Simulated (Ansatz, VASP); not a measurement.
# BP: VASP beside Ansatz

```
CELL_PARAMETERS angstrom
0.00000 2.33142 2.33142
2.33142 0.00000 2.33142
2.33142 2.33142 0.00000
ATOMIC_POSITIONS crystal
B 0.00000 0.00000 0.00000
P 0.25000 0.25000 0.25000
```

Alike in both runs: task single point; functional r2SCAN; dispersion rVV10; k mesh 10 × 10 × 10; occupations gaussian, width 0.02 eV; no spin polarisation.

```csv
,VASP,Ansatz
version,VASP 6.6.1,Ansatz 0.2.0
potentials or method,"VASP PAW PBE potentials, release 64 (B, P), cutoff 550 eV","scalar-relativistic, plane waves, PAW"
valence electrons in the cell,8,8
```

|  | VASP | Ansatz | Ansatz less VASP |
| --- | --- | --- | --- |
| gap on the k mesh at the Fermi level (eV) | 1.52 | 1.49 | -0.029 |
| least direct gap on the mesh (eV) | 3.52 | 3.49 | -0.039 |
| pressure (GPa) | -12.9 | -12.6 | +0.39 |

VASP's potentials were made for PBE, not for r2SCAN.
